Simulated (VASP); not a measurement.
# Se: electric field gradients with PBEsol

Crystal: Se.

```
Se
1.0
     4.35517    0.00000    0.00000
    -2.17758    3.77169    0.00000
     0.00000    0.00000    4.94945
Se
3
Direct
  0.21700 0.00000 0.16667
  0.00000 0.21700 0.83333
  0.78300 0.78300 0.50000
```

* Program: VASP 6.6.1
* Task: electric field gradients
* Functional: PBEsol
* Potentials or basis: VASP PAW PBE potentials, release 64 (Se)
* Cutoff: 520 eV
* k mesh: 8 × 8 × 6
* Occupations: fermi-dirac, width 0.02 eV
* Spin: no spin polarisation
* Dipole correction: no
* Further INCAR settings: ALGO = Normal; EDIFF = 1e-08; NBANDS = 16

```yaml
Pressure: 3.1 GPa
Largest_force: 1.069 eV/Å
Band_gap_on_the_k_mesh: 1.05 eV, indirect (least direct gap 1.12 eV)
```

Forces on the atoms (eV/Å):
```
Se   1.069  0.000  0.000
Se  -0.534  0.925  0.000
Se  -0.534 -0.925  0.000
```

Stress tensor (GPa, compression positive):
```
2.30 0.00 0.00
0.00 2.30 0.00
0.00 0.00 4.80
```

Levels at points of the mesh, in eV from the valence-band top:
```tsv
k point	band 6	band 7	band 8	band 9	band 10	band 11	band 12	band 13
(0.00, 0.00, 0.00)	-3.82	-2.21	-2.21	-0.41	2.01	2.01	2.40	5.82
(0.50, 0.00, 0.00)	-3.48	-3.00	-1.98	-1.07	2.01	2.56	4.31	5.24
(0.00, 0.00, 0.50)	-3.51	-1.60	-1.60	-1.22	1.24	1.34	1.34	6.00
(0.50, 0.00, 0.50)	-4.39	-1.90	-1.45	0.00	1.50	2.76	3.14	6.09
```

Electric field gradients, principal values (V/Å²):
| atom | least | middle | greatest (by size) |
| --- | --- | --- | --- |
| 1 Se | 147.080 | 333.107 | -480.187 |
| 2 Se | 147.080 | 333.107 | -480.187 |
| 3 Se | 147.080 | 333.107 | -480.187 |

Wall time 55 s on 1 thread of AMD EPYC 7R43 64-Core Processor (Zen 3), on a shared host, peak memory 0.18 GiB.

Caveat: without QUAD_EFG the Cq values of the log hold for a quadrupole moment of 1 mb, not for the nuclei; the PAW data sets were made with another functional, which shifts forces and pressure a little. Expect the measured gap to be larger: semilocal functionals such as PBEsol lack the derivative discontinuity.
